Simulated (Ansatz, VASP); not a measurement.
This is a calculation of W for Ansatz 0.2.0.

input.yaml

```yaml
crystal:
  lattice:
    - [0.0, 2.0698140295, 2.0698140295]
    - [2.0698140295, 0.0, 2.0698140295]
    - [2.0698140295, 2.0698140295, 0.0]
  atoms:
    - { symbol: W, position: [0.0, 0.0, 0.0] }
kpoints:
  mp_grid: { grid: [11, 11, 11] }
scf:
  occupations: { method: fermi_dirac, width: 0.05 }
hamiltonian:
  xc: lda
  pseudopotentials: { kind: all_electron, lapw: { basis_error: 0.001 } }
output:
  forces: true
  stress: true
  eigenvalues: true
```

Potentials or basis: all-electron LAPW, scalar-relativistic.

The run is started by

```bash
$ ansatz run input.yaml --threads 1 --pin off --max-ram 3072MiB --backend cpu --events-out ev --progress --plain --runs-dir out
```

**Question.** Set up the same calculation for VASP 6.6.1. Potentials there: VASP PAW LDA potentials, release 64 (W_sv).

**Answer.** As run (the cutoff follows the program's own potentials):

INCAR

```
SYSTEM = W
PREC     = Accurate       ! precision mode
ENCUT    = 520            ! plane-wave cutoff, eV
EDIFF    = 1E-7           ! SCF threshold, eV
ISMEAR   = -1             ! smearing method
SIGMA    = 0.05           ! smearing width, eV
LREAL    = .False.        ! projectors in reciprocal space
LASPH    = .True.         ! aspherical terms in the spheres
NELM     = 60             ! most SCF steps
ALGO     = Fast           ! electronic algorithm
ISIF     = 2              ! what is computed and relaxed
LWAVE    = .False.        ! write WAVECAR
LCHARG   = .True.         ! write CHGCAR
GGA      = CA             ! functional
LELF     = .True.         ! ELF
LVHAR    = .True.       
NBANDS   = 13             ! bands
```

KPOINTS

```
regular mesh
0
Gamma
  11 11 11
  0 0 0
```

The input POSCAR:

```
W
1.0
    0.0000000000      2.0698140295      2.0698140295
    2.0698140295      0.0000000000      2.0698140295
    2.0698140295      2.0698140295      0.0000000000
W
1
Direct
    0.0000000000      0.0000000000      0.0000000000
```

Potentials or basis: VASP PAW LDA potentials, release 64 (W_sv).

Run with:

```console
$ cat potpaw_LDA.64/W_sv/POTCAR > POTCAR
$ mpirun -np 1 vasp_std > vasp.out
```

Both were run:

|  | VASP | Ansatz | Ansatz less VASP |
| --- | --- | --- | --- |
| gap on the k mesh at the Fermi level (eV) | none | none | - |
| pressure (GPa) | -29.0 | -30.0 | -1.00 |

LDA's correlation is that of Perdew and Zunger in VASP and of Perdew and Wang (1992) in Ansatz. A gap of «none» marks a metal or a gap that the smearing closes. Both programs put the cell under strong tension, so it lies far from rest at this level. Ansatz ran all-electron here, and VASP with PAW potentials.

Spin-orbit coupling is off throughout.
